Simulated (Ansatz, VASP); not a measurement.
One calculation of MnSn2, two programs

```
Mn Sn
1.0
    -3.23797    3.23797    2.57766
     3.23797   -3.23797    2.57766
     3.23797    3.23797   -2.57766
Mn Sn
2 4
Direct
  0.75000 0.75000 0.00000
  0.25000 0.25000 0.00000
  0.16174 0.66174 0.82348
  0.66174 0.83826 0.50000
  0.83826 0.33826 0.17652
  0.33826 0.16174 0.50000
```

Alike in both runs: functional PBEsol; k mesh 8 × 8 × 8; occupations gaussian, width 0.1 eV; no spin polarisation.

Ansatz relaxed the structure, and its values are those at the end. VASP's run is a single point on that final structure, the one shown.

|  | VASP | Ansatz |
| --- | --- | --- |
| version | VASP 6.6.1 | Ansatz 0.2.0 |
| potentials or method | VASP PAW PBE potentials, release 64 (Mn_pv, Sn_d), cutoff 520 eV | scalar-relativistic, plane waves, PAW |
| valence electrons in the cell | 82 | 86 |

|  | VASP | Ansatz | Ansatz less VASP |
| --- | --- | --- | --- |
| gap on the k mesh at the Fermi level (eV) | none | none | - |
| pressure (GPa) | 0.0 | 0.0 | 0.00 |

VASP's potentials were made for PBE, not for PBEsol. A gap of «none» marks a metal or a gap that the smearing closes. VASP's potentials hold 82 valence electrons a cell and Ansatz's 86, so a difference there can come from the potentials and not from the codes.
